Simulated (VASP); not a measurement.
Set up this calculation in VASP 6.6.1, as the native input.

* Task: single point
* Functional: PBE
* Potentials or basis: VASP PAW PBE potentials, release 64 (Ba_sv, Te)
* Cutoff: 520 eV
* k mesh: 3 × 3 × 1
* Occupations: gaussian, width 0.1 eV
* Spin: no spin polarisation
* Dipole correction: no
* Further INCAR settings: ALGO = Normal; EDIFF = 1e-06; NBANDS = 42

The structure of BaTe lies in POSCAR:

```
BaTe
1.0
    4.8490244230     -0.0000000029      0.0000000000
   -2.4245122090      4.1993783353      0.0000000000
    0.0000000000      0.0000000000     17.2138754290
Ba Te
4 4
Direct
    0.6666666667      0.3333333333      0.3750000000
    0.6666666667      0.3333333333      0.8750000000
    0.3333333333      0.6666666667      0.1250000000
    0.3333333333      0.6666666667      0.6250000000
    0.0000000000      0.0000000000      0.0000000000
    0.0000000000      0.0000000000      0.5000000000
    0.0000000000      0.0000000000      0.2500000000
    0.0000000000      0.0000000000      0.7500000000
```

The input as run:

INCAR

```
  PREC = Accurate
  ENCUT = 520
  EDIFF = 1E-6
  ISMEAR = 0
  SIGMA = 0.1
  LREAL = F
  LASPH = T
  NELM = 100
  ALGO = Normal
  ISIF = 2
  LWAVE = F
  LCHARG = F
  GGA = PE
  NBANDS = 42
```

KPOINTS

```
Automatic mesh
0
Gamma
  3 3 1
```

Potentials or basis: VASP PAW PBE potentials, release 64 (Ba_sv, Te).

Launch:

```sh
$ cat potpaw_PBE.64/Ba_sv/POTCAR potpaw_PBE.64/Te/POTCAR > POTCAR
$ mpirun -np 1 vasp_std > vasp.out
```

Results of the run:

```
Pressure               : 0.4 GPa
Band gap on the k mesh : 1.45 eV
```

Caveat: the k points lie up to 0.50 Å⁻¹ apart; spin-orbit coupling is left out, which moves the levels of the heavy elements.

Run time: 2.2 min on 1 thread of Oxide Virtual Turin-like Processor (shared host), peak memory 0.37 GiB.
